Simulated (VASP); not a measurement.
# BN (F-43m) in VASP: notebook

Aim: see how the results for BN move with the level of theory and the settings. Levels: r2SCAN, BLYP+D3(BJ). Tasks: single point.

Everything below comes from runs of VASP 6.6.1. Logs are shortened: lines on timing, memory, paths and dates and some standing lists are left out, and cuts for length are marked.

**1. The cell of the first run**

Symmetry: F-43m, No. 216, cubic system. Conventional cell: a = 3.697 Å, b = 3.697 Å, c = 3.697 Å, α = 90.00°, β = 90.00°, γ = 90.00°. N (site symmetry -43m) has 4 B at 1.60 Å within 2.1 Å. Within 2.1 Å of B (site symmetry -43m) lie 4 N at 1.60 Å.

**2. Single point, r2SCAN (6.32 Å³/atom)**

Input file POSCAR:

```
BN
1.0
    0.0000000000      1.8485590667      1.8485590667
    1.8485590667      0.0000000000      1.8485590667
    1.8485590667      1.8485590667      0.0000000000
N B
1 1
Direct
    0.2500000000      0.2500000000      0.2500000000
    0.0000000000      0.0000000000      0.0000000000
```

Input file INCAR.step1:

```
SYSTEM = BN
  PREC = Accurate
  ENCUT = 660
  ISMEAR = -1
  SIGMA = 0.05
  LREAL = .FALSE.
  LASPH = .TRUE.
  NELM = 120
  NBANDS = 11
  GGA = PE
  ALGO = Normal
  EDIFF = 1E-5
  LWAVE = .TRUE.
  LCHARG = .FALSE.
  GGA_COMPAT = .FALSE.
```

Input file INCAR.step2:

```
SYSTEM = BN
  PREC = Accurate
  ENCUT = 660
  EDIFF = 1E-6
  ISMEAR = -1
  SIGMA = 0.05
  LREAL = .FALSE.
  LASPH = .TRUE.
  NELM = 120
  ALGO = Normal
  ISIF = 2
  LWAVE = .FALSE.
  LCHARG = .FALSE.
  METAGGA = R2SCAN
  LMIXTAU = .TRUE.
  NBANDS = 11
  ISTART = 1
  GGA_COMPAT = .FALSE.
```

Input file KPOINTS:

```
Automatic mesh
0
G
  13 13 13
  0 0 0
```

Potentials or basis: VASP PAW PBE potentials, release 64 (N, B).

The run is started by

```bash
> cat potpaw_PBE.64/N/POTCAR potpaw_PBE.64/B/POTCAR > POTCAR
> cp INCAR.step1 INCAR
> mpirun -np 1 vasp_std > vasp.out
> cp INCAR.step2 INCAR
> mpirun -np 1 vasp_std > vasp.out
```

OUTCAR:

```text
SYSTEM = BN
   PREC = Accurate
   ENCUT = 660
   EDIFF = 1E-6
   ISMEAR = -1
   LREAL = .FALSE.
   LASPH = .TRUE.
   NELM = 120
   ISIF = 2
   METAGGA = R2SCAN
   ISTART = 1

 ion  position               nearest neighbor table
   1  0.250  0.250  0.250-   2 1.60   2 1.60   2 1.60   2 1.60
   2  0.000  0.000  0.000-   1 1.60   1 1.60   1 1.60   1 1.60

  LATTYP: Found a face centered cubic cell.
 ALAT       =     3.6971181334

  Lattice vectors:

 A1 = (   0.0000000000,   1.8485590667,   1.8485590667)
 A2 = (   1.8485590667,   0.0000000000,   1.8485590667)
 A3 = (   1.8485590667,   1.8485590667,   0.0000000000)

Analysis of symmetry for initial positions (statically):
=====================================================================
 Subroutine PRICEL returns:
 Original cell was already a primitive cell.

 Routine SETGRP: Setting up the symmetry group for a
 face centered cubic supercell.

 Subroutine GETGRP returns: Found 24 space group operations
 (whereof 24 operations were pure point group operations)
 out of a pool of 48 trial point group operations.

The static configuration has the point symmetry T_d .

Analysis of symmetry for dynamics (positions and initial velocities):
=====================================================================
 Subroutine PRICEL returns:
 Original cell was already a primitive cell.

 Routine SETGRP: Setting up the symmetry group for a
 face centered cubic supercell.

 Subroutine GETGRP returns: Found 24 space group operations
 (whereof 24 operations were pure point group operations)
 out of a pool of 48 trial point group operations.

The dynamic configuration has the point symmetry T_d .

 Subroutine INISYM returns: Found 24 space group operations
 (whereof 24 operations are pure point group operations),
 and found     1 'primitive' translations

----------------------------------------------------------------------------------------

                                     Primitive cell

  volume of cell :      12.6337

  direct lattice vectors                    reciprocal lattice vectors
     0.000000000  1.848559067  1.848559067    -0.270480943  0.270480943  0.270480943
     1.848559067  0.000000000  1.848559067     0.270480943 -0.270480943  0.270480943
     1.848559067  1.848559067  0.000000000     0.270480943  0.270480943 -0.270480943

  length of vectors
     2.614257303  2.614257303  2.614257303     0.468486736  0.468486736  0.468486736

  position of ions in fractional coordinates (direct lattice)
     0.250000000  0.250000000  0.250000000
     0.000000000  0.000000000  0.000000000

  ion indices of the primitive-cell ions
   primitive index   ion index
                 1           1
                 2           2

----------------------------------------------------------------------------------------

 KPOINTS: Automatic mesh

Automatic generation of k-mesh.
 Grid dimensions read from file:
 generate k-points for:   13   13   13

 Generating k-lattice:

  Cartesian coordinates                     Fractional coordinates (reciprocal lattice)
    -0.020806226  0.020806226  0.020806226     0.076923077  0.000000000  0.000000000
     0.020806226 -0.020806226  0.020806226     0.000000000  0.076923077  0.000000000
     0.020806226  0.020806226 -0.020806226     0.000000000  0.000000000  0.076923077

  Length of vectors
     0.036037441  0.036037441  0.036037441

  Shift w.r.t. Gamma in fractional coordinates (k-lattice)
     0.000000000  0.000000000  0.000000000

 Subroutine IBZKPT returns following result:
 ===========================================

 Found     84 irreducible k-points:

 Following reciprocal coordinates:
            Coordinates               Weight
  0.000000  0.000000  0.000000      1.000000
  0.076923  0.000000  0.000000      8.000000
  0.153846  0.000000  0.000000      8.000000
  0.230769  0.000000  0.000000      8.000000
  0.307692  0.000000  0.000000      8.000000
  0.384615  0.000000  0.000000      8.000000
[... 16 lines left out ...]
  0.384615  0.153846  0.000000     24.000000
  0.461538  0.153846  0.000000     24.000000
 [... further k-points ...]
   k-points           NKPTS =     84   k-points in BZ     NKDIM =     84   number of bands    NBANDS=     11
   number of dos      NEDOS =    301   number of ions     NIONS =      2
   total plane-waves  NPLWV =  13824
   dimension x,y,z NGX =    24 NGY =   24 NGZ =   24
   dimension x,y,z NGXF=    48 NGYF=   48 NGZF=   48
   ions per type =               1   1
   NGX,Y,Z   is equivalent  to a cutoff of  15.26, 15.26, 15.26 a.u.
   NGXF,Y,Z  is equivalent  to a cutoff of  30.52, 30.52, 30.52 a.u.
 SYSTEM =  BN
   PREC   = accura    normal or accurate (medium, high low for compatibility)
   ISTART =      1    job   : 0-new  1-cont  2-samecut
   ICHARG =      0    charge: 1-file 2-atom 10-const
   ISPIN  =      1    spin polarized calculation?
   LNONCOLLINEAR =      F non collinear calculations
   LSORBIT =      F    spin-orbit coupling
   LASPH  =      T    aspherical Exc in radial PAW
   ENCUT  =  660.0 eV  48.51 Ry    6.96 a.u.   5.48  5.48  5.48*2*pi/ulx,y,z
   NELM   =    120;   NELMIN=  2; NELMDL=  0     # of ELM steps
   EDIFF  = 0.1E-05   stopping-criterion for ELM
   LREAL  =      F    real-space projection
   EDIFFG = 0.1E-04   stopping-criterion for IOM
   NSW    =      0    number of steps for IOM
   IBRION =     -1    ionic relax: 0-MD 1-quasi-New 2-CG
   NFREE  =      0    steps in history (QN), initial steepest desc. (CG)
   ISIF   =      2    stress and relaxation
   ISYM   =      2    0-nonsym 1-usesym 2-fastsym
   POTIM  = 0.5000    time-step for ionic-motion
   TEBEG  =    0.0;   TEEND  =   0.0 temperature during run
   PSTRESS=    0.0 pullay stress
   NELECT =       8.0000    total number of electrons
   NUPDOWN=      -1.0000    fix difference up-down
   EMIN   =  10.00;   EMAX   =-10.00  energy-range for DOS
   EFERMI =   0.00;   METHOD = LEGACY
   ISMEAR =    -1;   SIGMA  =   0.05  broadening in eV -4-tet -1-fermi 0-gaus
   EFERMI_NEDOS =   21; number of points for ismear=-14 and -15
   IALGO  =     38    algorithm
   IMIX   =      4    mixing-type and parameters
     AMIX     =   0.40;   BMIX     =  1.00
     AMIX_MAG =   1.60;   BMIX_MAG =  1.00
  volume/ion in A,a.u.               =       6.32        42.63
  Fermi-wavevector in a.u.,A,eV,Ry     =   1.405815  2.656605 26.889408  1.976316
  Thomas-Fermi vector in A             =   2.528238
   LORBIT       =      0    0 simple, 1 ext, 2 COOP (PROOUT), +10 PAW based schemes
   METAGGA = R2SCAN    functional components
   LHFCALC =     F    Hartree Fock is set to
   AEXX    =    0.0000 exact exchange contribution
   IVDW    =     0    specifies the selected vdW correction
   LEPSILON=     F    determine dielectric tensor
   LRPA    =     F    only Hartree local field effects (RPA)
 non-spin polarized calculation
  energy-cutoff  :      660.00
  volume of cell :       12.63
 maximum number of plane-waves:       531
 NGX is ok and might be reduce to    24
   NGX = 11   NGY = 11   NGZ = 11

 number of electron       8.0000000 magnetization

 Free energy of the ion-electron system (eV)
  ---------------------------------------------------
  ext. energy  EPLUGINS =         0.00000000
  ---------------------------------------------------
  free energy    TOTEN  =       -19.11058686 eV

  energy without entropy =      -19.11058686  energy(sigma->0) =      -19.11058686

 E-fermi :   7.4312     XC(G=0): -13.2923

 val. band max:        6.4348495970   @ k =   0.0000   0.0000   0.0000
 cond. band min:      11.3966678775   @ k =   0.4615   0.4615   0.0000
 fundamental gap:      4.9618182805
 Fermi energy:         7.4312234313

 k-point     1 :       0.0000    0.0000    0.0000
  band No.  band energies     occupation
      1     -14.0948      2.00000
      2       6.4348      2.00000
      3       6.4348      2.00000
      4       6.4348      2.00000
      5      15.6306      0.00000
      6      15.6306      0.00000
      7      15.6306      0.00000
      8      16.3621      0.00000
      9      31.2623      0.00000
     10      34.3577      0.00000
     11      34.3577      0.00000

 k-point     2 :       0.0769    0.0000    0.0000
  band No.  band energies     occupation
      1     -13.9539      2.00000
      2       5.6466      2.00000
      3       6.2864      2.00000
      4       6.2864      2.00000
      5      15.7082      0.00000
      6      15.8602      0.00000
      7      15.8602      0.00000
      8      16.9534      0.00000
      9      31.2080      0.00000
     10      32.5053      0.00000
     11      32.5053      0.00000

 k-point     3 :       0.1538    0.0000    0.0000
  band No.  band energies     occupation
      1     -13.5363      2.00000
      2       3.7866      2.00000
      3       5.9125      2.00000
      4       5.9125      2.00000
      5      15.8383      0.00000
      6      16.4179      0.00000
      7      16.4179      0.00000
      8      18.3078      0.00000
      9      30.9264      0.00000
     10      30.9872      0.00000
     11      30.9872      0.00000

 k-point     4 :       0.2308    0.0000    0.0000
  band No.  band energies     occupation
      1     -12.8613      2.00000
      2       1.5486      2.00000
      3       5.4564      2.00000
      4       5.4564      2.00000
      5      15.9918      0.00000
      6      17.0088      0.00000
      7      17.0088      0.00000
      8      19.7371      0.00000
      9      30.4028      0.00000
     10      30.4028      0.00000
     11      30.4435      0.00000
[... 239 lines left out ...]
 k-point    22 :       0.3077    0.1538    0.0000
  band No.  band energies     occupation
      1     -12.1195      2.00000
      2       0.9058      2.00000
      3       3.9727      2.00000
      4       4.3087      2.00000
      5      14.9266      0.00000
      6      18.3517      0.00000
      7      19.2128      0.00000
      8      19.5125      0.00000
      9      26.1881      0.00000
     10      32.9877      0.00000
     11      34.4746      0.00000

 k-point    23 :       0.3846    0.1538    0.0000
  band No.  band energies     occupation
      1     -11.2129      2.00000
      2      -1.0700      2.00000
      3       3.7287      2.00000
      4       3.7477      2.00000
      5      15.3150      0.00000
      6      18.5685      0.00000
      7      19.4172      0.00000
      8      20.2301      0.00000
      9      27.0969      0.00000
     10      32.7666      0.00000
     11      34.7900      0.00000

 k-point    24 :       0.4615    0.1538    0.0000
  band No.  band energies     occupation
      1     -10.3008      2.00000
      2      -2.6993      2.00000
      3       3.2032      2.00000
      4       3.6922      2.00000
      5      15.6329      0.00000
      6      18.5364      0.00000
      7      19.2970      0.00000
      8      21.3608      0.00000
      9      27.7477      0.00000
     10      32.8446      0.00000
     11      34.8348      0.00000

 [... further k-points ...]

------------------------ aborting loop because EDIFF is reached ----------------------------------------

  FORCE on cell =-STRESS in cart. coord.  units (eV):
  Direction    XX          YY          ZZ          XY          YZ          ZX
  --------------------------------------------------------------------------------------
  -------------------------------------------------------------------------------------
  Total       -1.8705438     -1.8705438     -1.8705438      0.0000000      0.0000000      0.0000000
  in kB     -237.2184534   -237.2184534   -237.2184534      0.0000000      0.0000000      0.0000000
  external PRESSURE =    -237.2184534 kB  Pullay stress =       0.0000000 kB

 VOLUME and BASIS-vectors are now :
 -----------------------------------------------------------------------------
  energy-cutoff  :      660.00
  volume of cell :       12.63
      direct lattice vectors                 reciprocal lattice vectors
     0.000000000  1.848559067  1.848559067    -0.270480943  0.270480943  0.270480943
     1.848559067  0.000000000  1.848559067     0.270480943 -0.270480943  0.270480943
     1.848559067  1.848559067  0.000000000     0.270480943  0.270480943 -0.270480943

 POSITION                                       TOTAL-FORCE (eV/Angst)
 -----------------------------------------------------------------------------------
      0.92428      0.92428      0.92428        -0.000000     -0.000000     -0.000000
      0.00000      0.00000      0.00000         0.000000      0.000000      0.000000
 -----------------------------------------------------------------------------------
    total drift:                                0.000000      0.000000      0.000000

  FREE ENERGIE OF THE ION-ELECTRON SYSTEM (eV)
  ---------------------------------------------------
  free  energy   TOTEN  =       -19.1105868568 eV

  energy  without entropy=      -19.1105868568  energy(sigma->0) =      -19.11058686
```

Run time: 27 s. Hardware: 1 thread of Intel Xeon Platinum 8488C (Sapphire Rapids), shared host; peak memory 0.14 GiB.

Results:

* Free energy: -19.1106 eV
* Pressure: -23.7 GPa
* Band gap on the k mesh: 4.96 eV (least direct gap 9.20 eV)

Levels at points of the mesh, in eV from the valence-band top:
```tsv
k point	band 1	band 2	band 3	band 4	band 5	band 6	band 7	band 8
(0.00, 0.00, 0.00)	-20.53	0.00	0.00	0.00	9.20	9.20	9.20	9.93
```

Caveat: the cell stands under tension; the PAW data sets were made with another functional, which shifts forces and pressure a little; an odd mesh through Γ misses points on the zone boundary, where band edges can lie.

**3. Single point, BLYP+D3(BJ)**

This run uses another cell than the first one, of 5.96 Å³/atom.

Input file INCAR:

```
  AGGAC = 1.0
  AGGAX = 1.0
  ALDAC = 0.0
  ALDAX = 1.0
  ALGO = Normal
  EDIFF = 1E-6
  ENCUT = 1330
  GGA = B5
  GGA_COMPAT = False
  ISIF = 2
  ISMEAR = -1
  IVDW = 12
  LASPH = True
  LCHARG = True
  LELF = True
  LREAL = False
  LVHAR = True
  LWAVE = False
  NBANDS = 11
  NELM = 120
  PREC = Accurate
  SIGMA = 0.15
  VDW_A1 = 0.4298
  VDW_A2 = 4.2359
  VDW_S6 = 1.0
  VDW_S8 = 2.6996
```

Input file KPOINTS:

```
k-points
0
Gamma
  13 13 13
```

Input file POSCAR:

```
BN
1.0
    0.0000000000      1.8130010000      1.8130010000
    1.8130010000      0.0000000000      1.8130010000
    1.8130010000      1.8130010000      0.0000000000
N B
1 1
Direct
    0.2500000000      0.2500000000      0.2500000000
    0.0000000000      0.0000000000      0.0000000000
```

Potentials or basis: VASP PAW PBE potentials, release 64 (N_h, B_h).

The run is started by

```bash
> cat potpaw_PBE.64/N_h/POTCAR potpaw_PBE.64/B_h/POTCAR > POTCAR
> mpirun -np 1 vasp_std > vasp.out
```

Run time: 19 s. Hardware: 1 thread of Intel Xeon 6975P-C (Granite Rapids), shared host; peak memory 0.19 GiB.

It converged, with:

```yaml
Free_energy: -17.2221 eV
Pressure: -4.3 GPa
Band_gap_on_the_k_mesh: 4.93 eV (least direct gap 8.88 eV)
Dispersion_energy_per_atom: -0.404 eV
```

Levels at points of the mesh, in eV from the valence-band top:
```
           k point  band 1  band 2  band 3  band 4  band 5  band 6  band 7  band 8  band 9
(0.00, 0.00, 0.00)  -19.92    0.00    0.00    0.00    8.88    8.88    8.88   10.52   24.92
```

Caveat: the cell stands under tension; the PAW data sets were made with another functional, which shifts forces and pressure a little; an odd mesh through Γ misses points on the zone boundary, where band edges can lie.
